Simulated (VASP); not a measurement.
# TiC53 (a cell with a defect): single point with PBE

TiC53 (a cell with a defect):

```
Ti C
1.0
     0.00000    5.35011    5.35011
     5.35011    0.00000    5.35011
     5.35011    5.35011    0.00000
Ti C
1 53
Direct
  0.00000 0.00000 0.00000
  0.00119 0.00119 0.33612
  0.00119 0.00119 0.66151
  0.00119 0.33612 0.00119
  0.99918 0.33361 0.33361
  0.00119 0.33612 0.66151
  0.00119 0.66151 0.00119
  0.00119 0.66151 0.33612
  0.00037 0.66654 0.66654
  0.33612 0.00119 0.00119
  0.33361 0.99918 0.33361
  0.33612 0.00119 0.66151
  0.33361 0.33361 0.99918
  0.33361 0.33361 0.33361
  0.33357 0.33357 0.66643
  0.33612 0.66151 0.00119
  0.33357 0.66643 0.33357
  0.33357 0.66643 0.66643
  0.66151 0.00119 0.00119
  0.66151 0.00119 0.33612
  0.66654 0.00037 0.66654
  0.66151 0.33612 0.00119
  0.66643 0.33357 0.33357
  0.66643 0.33357 0.66643
  0.66654 0.66654 0.00037
  0.66643 0.66643 0.33357
  0.66654 0.66654 0.66654
  0.09836 0.09836 0.09836
  0.08219 0.08219 0.41781
  0.09836 0.09836 0.70492
  0.08219 0.41781 0.08219
  0.08219 0.41781 0.41781
  0.08423 0.41647 0.74965
  0.09836 0.70492 0.09836
  0.08423 0.74965 0.41647
  0.08423 0.74965 0.74965
  0.41781 0.08219 0.08219
  0.41781 0.08219 0.41781
  0.41647 0.08423 0.74965
  0.41781 0.41781 0.08219
  0.41674 0.41674 0.41674
  0.41674 0.41674 0.74978
  0.41647 0.74965 0.08423
  0.41674 0.74978 0.41674
  0.41647 0.74965 0.74965
  0.70492 0.09836 0.09836
  0.74965 0.08423 0.41647
  0.74965 0.08423 0.74965
  0.74965 0.41647 0.08423
  0.74978 0.41674 0.41674
  0.74965 0.41647 0.74965
  0.74965 0.74965 0.08423
  0.74965 0.74965 0.41647
  0.75000 0.75000 0.75000
```

| Quantity | Value |
| --- | --- |
| Program | VASP 6.6.1 |
| Task | single point |
| Functional | PBE |
| Potentials or basis | VASP PAW PBE potentials, release 64 (Ti_sv, C) |
| Cutoff | 520 eV |
| k mesh | 3 × 3 × 3 |
| Occupations | fermi-dirac, width 0.01 eV |
| Spin | no spin polarisation |

* Pressure: 20.2 GPa
* Largest force: 0.116 eV/Å
* Band gap on the k mesh: 2.36 eV

Forces on the atoms (eV/Å):
```
Ti   0.000  0.000  0.000
C    0.002  0.002 -0.023
C   -0.002 -0.002 -0.023
C    0.002 -0.023  0.002
C   -0.001  0.001  0.001
C    0.023 -0.002  0.002
C   -0.002 -0.023 -0.002
C    0.023  0.002 -0.002
C   -0.003  0.003  0.003
C   -0.023  0.002  0.002
C    0.001 -0.001  0.001
C   -0.002  0.023  0.002
C    0.001  0.001 -0.001
C   -0.001 -0.001 -0.001
C    0.000  0.000  0.006
C   -0.002  0.002  0.023
C    0.000  0.006  0.000
C   -0.006  0.000  0.000
C   -0.023 -0.002 -0.002
C    0.002  0.023 -0.002
C    0.003 -0.003  0.003
C    0.002 -0.002  0.023
C    0.006  0.000  0.000
C    0.000 -0.006  0.000
C    0.003  0.003 -0.003
C    0.000  0.000 -0.006
C   -0.003 -0.003 -0.003
C   -0.067 -0.067 -0.067
C    0.000  0.000  0.016
C    0.067  0.067 -0.067
C    0.000  0.016  0.000
C   -0.016  0.000  0.000
C   -0.005  0.005 -0.006
C    0.067 -0.067  0.067
C   -0.005 -0.006  0.005
C    0.006  0.005  0.005
C    0.016  0.000  0.000
C    0.000 -0.016  0.000
C    0.005 -0.005 -0.006
C    0.000  0.000 -0.016
C   -0.003 -0.003 -0.003
C    0.003  0.003 -0.003
C    0.005 -0.006 -0.005
C    0.003 -0.003  0.003
C    0.006 -0.005 -0.005
C   -0.067  0.067  0.067
C   -0.006 -0.005  0.005
C    0.005  0.006  0.005
C   -0.006  0.005 -0.005
C   -0.003  0.003  0.003
C   -0.005  0.006 -0.005
C    0.005  0.005  0.006
C   -0.005 -0.005  0.006
C    0.000  0.000  0.000
```

Levels at points of the mesh, in eV from the valence-band top:
```csv
k point,band 109,band 110,band 111,band 112,band 113,band 114,band 115,band 116
"(0.00, 0.00, 0.00)",-1.17,-0.23,-0.23,-0.23,2.36,2.36,3.87,3.87
```

Run time: 12 min on 1 thread of AMD EPYC 7R13, with other jobs on the host, peak memory 0.44 GiB.
